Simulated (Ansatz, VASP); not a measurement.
# BP in VASP and in Ansatz

```xyz
2
Lattice="0.0000 2.3598 2.1782 2.3598 0.0000 2.1782 2.3598 2.3598 0.0000" Properties=species:S:1:pos:R:3 pbc="T T T"
B     0.0000    0.0000    0.0000
P     3.5396    3.5396    3.2674
```

Change from the starting cell: strain +0.040 along x and y, -0.040 along z, atoms carried along.

Alike in both runs: task single point; functional PBE; k mesh 10 × 10 × 10; occupations gaussian, width 0.05 eV; no spin polarisation.

```csv
,VASP,Ansatz
version,VASP 6.6.1,Ansatz 0.2.0
potentials or method,"VASP PAW PBE potentials, release 64 (B, P), cutoff 520 eV","scalar-relativistic, plane waves, PAW"
valence electrons in the cell,8,8
```

Ansatz gave:

| Property | Result |
| --- | --- |
| gap on the k mesh at the Fermi level (eV) | 0.15 |
| least direct gap on the mesh (eV) | 2.60 |
| pressure (GPa) | -4.8 |
| traceless stress, the component that is largest in VASP (GPa) | 12.34 |

**Question.** Estimate VASP's values.

**Answer.** gap on the k mesh at the Fermi level (eV): 0.14; least direct gap on the mesh (eV): 2.60; pressure (GPa): -5.0; traceless stress, the component that is largest in VASP (GPa): 12.36.
